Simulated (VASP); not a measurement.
# SiO2 (P-42_1m) in VASP: notebook

Runs on SiO2. Level: PBE. Tasks: single point, relaxation of cell and atoms.

Program: VASP 6.6.1. These are calculated values, not measurements. Logs are shortened: lines on timing, memory, paths and dates and some standing lists are left out, and cuts for length are marked.

## Step 1: The cell of the first run

Symmetry: P-42_1m, No. 113, tetragonal system. Conventional cell: a = 4.104 Å, b = 4.104 Å, c = 2.759 Å, α = 90.00°, β = 90.00°, γ = 90.00°. Within 1.8 Å of Si (site symmetry 2mm) lie 2 O at 1.33 Å. Within 1.8 Å of O (site symmetry m) lie 1 Si at 1.33 Å and 1 O at 1.68 Å.

## Step 2: Single point, PBE

File INCAR:

```
SYSTEM = SiO2
PREC = Accurate
ENCUT = 520
EDIFF = 1E-6
ISMEAR = 0
SIGMA = 0.1
LREAL = .False.
LASPH = .True.
NELM = 60
ALGO = Normal
ISIF = 2
LWAVE = .False.
LCHARG = .True.
GGA = PE
LELF = .True.
LVHAR = .True.
NBANDS = 25
```

File KPOINTS:

```
Automatic mesh
0
Gamma
  4 4 6
  0 0 0
```

File POSCAR:

```
SiO2
1.0
    4.1039701600      0.0000000000      0.0000000000
    0.0000000000      4.1039701600      0.0000000000
    0.0000000000      0.0000000000      2.7587717400
Si O
2 4
Direct
    0.5000000000      0.0000000000      0.7476687700
    0.0000000000      0.5000000000      0.2523312300
    0.8549012600      0.3549012600      0.6256704000
    0.6450987400      0.8549012600      0.3743296000
    0.1450987400      0.6450987400      0.6256704000
    0.3549012600      0.1450987400      0.3743296000
```

Potentials or basis: VASP PAW PBE potentials, release 64 (Si, O).

The run is started by

```
$ cat potpaw_PBE.64/Si/POTCAR potpaw_PBE.64/O/POTCAR > POTCAR
$ mpirun -np 1 vasp_std > vasp.out
```

OUTCAR:

```text
SYSTEM = SiO2
   PREC = Accurate
   ENCUT = 520
   EDIFF = 1E-6
   ISMEAR = 0
   LREAL = .False.
   LASPH = .True.
   NELM = 60
   ISIF = 2
   GGA = PE

 ion  position               nearest neighbor table
   1  0.500  0.000  0.748-   4 1.33   6 1.33   4 1.92   6 1.92   5 2.09   3 2.09
   2  0.000  0.500  0.252-   3 1.33   5 1.33   3 1.92   5 1.92   4 2.09   6 2.09
   3  0.855  0.355  0.626-   2 1.33   5 1.68   2 1.92   1 2.09
   4  0.645  0.855  0.374-   1 1.33   6 1.68   1 1.92   2 2.09
   5  0.145  0.645  0.626-   2 1.33   3 1.68   2 1.92   1 2.09
   6  0.355  0.145  0.374-   1 1.33   4 1.68   1 1.92   2 2.09

  LATTYP: Found a simple tetragonal cell.
 ALAT       =     4.1039701600
 C/A-ratio  =     0.6722202239

  Lattice vectors:

 A1 = (   4.1039701600,   0.0000000000,   0.0000000000)
 A2 = (   0.0000000000,   4.1039701600,   0.0000000000)
 A3 = (   0.0000000000,   0.0000000000,   2.7587717400)

Analysis of symmetry for initial positions (statically):
=====================================================================
 Subroutine PRICEL returns:
 Original cell was already a primitive cell.

 Routine SETGRP: Setting up the symmetry group for a
 simple tetragonal supercell.

 Subroutine GETGRP returns: Found  8 space group operations
 (whereof  4 operations were pure point group operations)
 out of a pool of 16 trial point group operations.

The static configuration has the point symmetry S_4 .
 The point group associated with its full space group is D_2d.

Analysis of symmetry for dynamics (positions and initial velocities):
=====================================================================
 Subroutine PRICEL returns:
 Original cell was already a primitive cell.

 Routine SETGRP: Setting up the symmetry group for a
 simple tetragonal supercell.

 Subroutine GETGRP returns: Found  8 space group operations
 (whereof  4 operations were pure point group operations)
 out of a pool of 16 trial point group operations.

The dynamic configuration has the point symmetry S_4 .
 The point group associated with its full space group is D_2d.

 Subroutine INISYM returns: Found  8 space group operations
 (whereof  4 operations are pure point group operations),
 and found     1 'primitive' translations

----------------------------------------------------------------------------------------

                                     Primitive cell

  volume of cell :      46.4648

[... 97 lines left out ...]
   EDIFFG = 0.1E-04   stopping-criterion for IOM
   NSW    =      0    number of steps for IOM
   IBRION =     -1    ionic relax: 0-MD 1-quasi-New 2-CG
   NFREE  =      0    steps in history (QN), initial steepest desc. (CG)
   ISIF   =      2    stress and relaxation
   ISYM   =      2    0-nonsym 1-usesym 2-fastsym
   POTIM  = 0.5000    time-step for ionic-motion
   TEBEG  =    0.0;   TEEND  =   0.0 temperature during run
   PSTRESS=    0.0 pullay stress
   NELECT =      32.0000    total number of electrons
   NUPDOWN=      -1.0000    fix difference up-down
   EMIN   =  10.00;   EMAX   =-10.00  energy-range for DOS
   EFERMI =   0.00;   METHOD = LEGACY
   ISMEAR =     0;   SIGMA  =   0.10  broadening in eV -4-tet -1-fermi 0-gaus
   EFERMI_NEDOS =   21; number of points for ismear=-14 and -15
   IALGO  =     38    algorithm
   IMIX   =      4    mixing-type and parameters
     AMIX     =   0.40;   BMIX     =  1.00
     AMIX_MAG =   1.60;   BMIX_MAG =  1.00
  volume/ion in A,a.u.               =       7.74        52.26
  Fermi-wavevector in a.u.,A,eV,Ry     =   1.445717  2.732010 28.437525  2.090099
  Thomas-Fermi vector in A             =   2.563868
   LORBIT       =      0    0 simple, 1 ext, 2 COOP (PROOUT), +10 PAW based schemes
   GGA     = PE    functional components
   LHFCALC =     F    Hartree Fock is set to
   AEXX    =    0.0000 exact exchange contribution
   IVDW    =     0    specifies the selected vdW correction
   LEPSILON=     F    determine dielectric tensor
   LRPA    =     F    only Hartree local field effects (RPA)
 non-spin polarized calculation
 Gauss-broadening in eV      SIGMA  =   0.10
  energy-cutoff  :      520.00
  volume of cell :       46.46
 maximum number of plane-waves:      1266
 NGX is ok and might be reduce to    32
   NGX = 15   NGY = 15   NGZ = 11

 number of electron      31.9999994 magnetization

 Free energy of the ion-electron system (eV)
  ---------------------------------------------------
  ext. energy  EPLUGINS =         0.00000000
  ---------------------------------------------------
  free energy    TOTEN  =       -23.14591708 eV

  energy without entropy =      -23.14591708  energy(sigma->0) =      -23.14591708

 E-fermi :  10.2200     XC(G=0): -11.9959

 val. band max:        9.8028323003   @ k =   0.0000   0.0000   0.0000
 cond. band min:      11.2329520597   @ k =   0.2500   0.2500   0.0000
 fundamental gap:      1.4301197593
 Fermi energy:        10.2199560139

 k-point     1 :       0.0000    0.0000    0.0000
  band No.  band energies     occupation
      1     -16.0010      2.00000
      2     -13.7833      2.00000
      3      -9.9743      2.00000
      4      -9.9743      2.00000
      5       0.1833      2.00000
      6       1.0754      2.00000
[... 661 lines left out ...]
     24      23.1442      0.00000
     25      23.3543      0.00000

------------------------ aborting loop because EDIFF is reached ----------------------------------------

  FORCE on cell =-STRESS in cart. coord.  units (eV):
  Direction    XX          YY          ZZ          XY          YZ          ZX
  --------------------------------------------------------------------------------------
  -------------------------------------------------------------------------------------
  Total       55.5049612     55.5049612     46.4095620      0.0000000     -0.0000000      0.0000000
  in kB     1913.8955329   1913.8955329   1600.2723242      0.0000000     -0.0000000      0.0000000
  external PRESSURE =    1809.3544634 kB  Pullay stress =       0.0000000 kB

 VOLUME and BASIS-vectors are now :
 -----------------------------------------------------------------------------
  energy-cutoff  :      520.00
  volume of cell :       46.46
      direct lattice vectors                 reciprocal lattice vectors
     4.103970160  0.000000000  0.000000000     0.243666489  0.000000000  0.000000000
     0.000000000  4.103970160  0.000000000     0.000000000  0.243666489  0.000000000
     0.000000000  0.000000000  2.758771740     0.000000000  0.000000000  0.362480152

 POSITION                                       TOTAL-FORCE (eV/Angst)
 -----------------------------------------------------------------------------------
      2.05199      0.00000      2.06265        -0.000000     -0.000000     31.267283
      0.00000      2.05199      0.69612        -0.000000     -0.000000    -31.267283
      3.50849      1.45650      1.72608       -19.827952    -19.827952     20.845987
      2.64747      3.50849      1.03269        19.827952    -19.827952    -20.845987
      0.59548      2.64747      1.72608        19.827952     19.827952     20.845987
      1.45650      0.59548      1.03269       -19.827952     19.827952    -20.845987
 -----------------------------------------------------------------------------------
    total drift:                                0.000000      0.000000     -0.000000

  FREE ENERGIE OF THE ION-ELECTRON SYSTEM (eV)
  ---------------------------------------------------
  free  energy   TOTEN  =       -23.1459170824 eV

  energy  without entropy=      -23.1459170824  energy(sigma->0) =      -23.14591708
```

OSZICAR:

```text
N       E                     dE             d eps       ncg     rms          rms(c)
DAV:   1     0.172316172468E+03    0.17232E+03   -0.18122E+04  1200   0.126E+03
DAV:   2    -0.278438107493E+02   -0.20016E+03   -0.18958E+03  1513   0.295E+02
DAV:   3    -0.357339088995E+02   -0.78901E+01   -0.78538E+01  1571   0.575E+01
DAV:   4    -0.357828220050E+02   -0.48913E-01   -0.48900E-01  1326   0.516E+00
DAV:   5    -0.357832750425E+02   -0.45304E-03   -0.45297E-03  1541   0.460E-01    0.317E+01
DAV:   6    -0.234652280305E+02    0.12318E+02   -0.25714E+01  1282   0.374E+01    0.142E+01
DAV:   7    -0.231879085988E+02    0.27732E+00   -0.15927E+00  1501   0.891E+00    0.529E+00
DAV:   8    -0.231446705666E+02    0.43238E-01   -0.17308E-01  1329   0.324E+00    0.205E+00
DAV:   9    -0.231465577625E+02   -0.18872E-02   -0.32706E-02  1488   0.140E+00    0.359E-01
DAV:  10    -0.231459041525E+02    0.65361E-03   -0.63842E-03  1333   0.648E-01    0.116E-01
DAV:  11    -0.231458986526E+02    0.54999E-05   -0.50480E-04  1448   0.157E-01    0.701E-02
DAV:  12    -0.231459137725E+02   -0.15120E-04   -0.55020E-05  1322   0.565E-02    0.391E-02
DAV:  13    -0.231459170764E+02   -0.33039E-05   -0.21488E-05  1289   0.382E-02    0.435E-03
DAV:  14    -0.231459170824E+02   -0.60263E-08   -0.87052E-07  1153   0.647E-03
   1 F= -.23145917E+02 E0= -.23145917E+02  d E =-.373229E-10
```

Wall time 29 s (1 thread of Intel Xeon Platinum 8259CL at 2.50GHz (Skylake/Cascade Lake), shared host); peak memory 0.16 GiB.

What came out:

```
Free energy            : -23.1459 eV
Pressure               : 180.9 GPa
Largest force          : 34.941 eV/Å
Band gap on the k mesh : 1.43 eV (least direct gap 1.46 eV)
```

Forces on the atoms (eV/Å):
```
Si    0.000   0.000  31.267
Si    0.000   0.000 -31.267
O   -19.828 -19.828  20.846
O    19.828 -19.828 -20.846
O    19.828  19.828  20.846
O   -19.828  19.828 -20.846
```

Stress tensor (GPa, compression positive):
```
191.39   0.00   0.00
  0.00 191.39   0.00
  0.00   0.00 160.03
```

Caveat: the cell stands under pressure; forces of over 1 eV/Å act on the atoms, so gaps and moduli don't describe the material at rest.

## Step 3: Relaxation of cell and atoms, PBE

File INCAR:

```
SYSTEM = SiO2
PREC     = Accurate       ! precision mode
ENCUT    = 600            ! plane-wave cutoff, eV
EDIFF    = 1E-6           ! SCF threshold, eV
ISMEAR   = 0              ! smearing method
SIGMA    = 0.1            ! smearing width, eV
LREAL    = .FALSE.        ! projectors in reciprocal space
LASPH    = .TRUE.         ! aspherical terms in the spheres
NELM     = 100            ! most SCF steps
ALGO     = Normal         ! electronic algorithm
ISIF     = 3              ! what is computed and relaxed
LWAVE    = .FALSE.        ! write WAVECAR
LCHARG   = .FALSE.        ! write CHGCAR
GGA      = PE             ! functional
IBRION   = 2              ! ionic algorithm
NSW      = 90             ! ionic steps
EDIFFG   = -0.04          ! ionic threshold
```

File KPOINTS:

```
Automatic mesh
0
G
  4 4 6
  0 0 0
```

POSCAR is that of step 2.

Potentials or basis: VASP PAW PBE potentials, release 64 (Si, O).

The run is started by

```
$ cat potpaw_PBE.64/Si/POTCAR potpaw_PBE.64/O/POTCAR > POTCAR
$ mpirun -np 1 vasp_std > vasp.out
```

It took 6.1 min on 1 thread of Intel Xeon Platinum 8259CL at 2.50GHz (Skylake/Cascade Lake), shared host; peak memory 0.18 GiB.

The run converged. Its results:

* Free energy: -46.3240 eV
* Relaxed volume: 8.05 Å³/atom
* Relaxed cell: a = 4.234 Å, b = 4.234 Å, c = 2.694 Å, α = 90.00°, β = 90.00°, γ = 90.00°
* Space group after relaxing (to 0.1 Å): P4_2/mnm (No. 136)
* Energy gained by relaxing: 3859.5 meV/atom
* Ionic steps: 20
* Pressure after relaxing: -0.5 GPa
* Largest force after relaxing: 0.022 eV/Å
* Band gap on the k mesh: 5.00 eV

Forces in eV/Å, atoms in the order of the input:
```
Si   0.000  0.000 -0.021
Si   0.000  0.000  0.021
O    0.016  0.016 -0.002
O   -0.016  0.016  0.002
O   -0.016 -0.016 -0.002
O    0.016 -0.016  0.002
```

Step by step:
```
step  energy change (eV)  largest force (eV/Å)  pressure (GPa)  volume (Å³)
   1              0.0000               34.9355          180.51        46.46
   2             -3.3841                5.0207          -17.09       133.18
   3             -6.2686                3.7626          -16.99       122.79
   4             -8.4599                2.5346          -17.61       114.62
   5            -17.6009                0.9249          -28.70        75.50
   6            -20.1824                0.7352          -20.68        59.82
   7            -21.0822                1.8817          -10.21        52.86
   8            -21.4744                2.9937           -1.83        49.59
   9            -21.5293                3.2074            4.75        48.01
  10            -21.5320                3.1925            3.09        48.36
  11            -21.5322                3.1972            3.44        48.28
  12            -22.4906                1.9970           -7.14        49.47
  13            -22.6379                1.6836          -12.46        50.25
  14            -23.0732                0.6253            8.80        46.96
  15            -23.1013                0.7209            3.79        47.55
  16            -23.1423                0.4550           -1.94        48.59
  17            -23.1525                0.2262           -0.36        48.27
  18            -23.1559                0.0974            0.21        48.19
  19            -23.1563                0.0892            0.50        48.16
  20            -23.1570                0.0222           -0.46        48.29
```

Final structure:
```
Si O
1.0
     4.23363    0.00000    0.00000
     0.00000    4.23363    0.00000
     0.00000    0.00000    2.69393
Si O
2 4
Direct
  0.50000 0.00000 0.75044
  0.00000 0.50000 0.24956
  0.80670 0.30670 0.74990
  0.69330 0.80670 0.25010
  0.19330 0.69330 0.74990
  0.30670 0.19330 0.25010
```

Levels at points of the mesh, in eV from the valence-band top:
```tsv
k point	band 13	band 14	band 15	band 16	band 17	band 18	band 19	band 20
(0.00, 0.00, 0.00)	-2.50	-0.85	-0.85	0.00	5.00	6.59	8.26	8.26
(0.50, 0.00, 0.00)	-2.62	-2.62	-1.04	-1.04	7.28	7.28	8.86	8.86
(0.50, 0.50, 0.00)	-2.55	-2.55	-2.16	-2.16	7.00	7.00	9.76	9.76
(0.00, 0.00, 0.50)	-2.88	-2.88	-2.56	-2.56	8.62	8.62	12.32	12.32
(0.50, 0.00, 0.50)	-2.20	-2.20	-1.67	-1.67	8.42	8.42	9.44	9.44
(0.50, 0.50, 0.50)	-1.72	-1.72	-1.47	-1.47	6.79	6.79	10.70	10.70
```
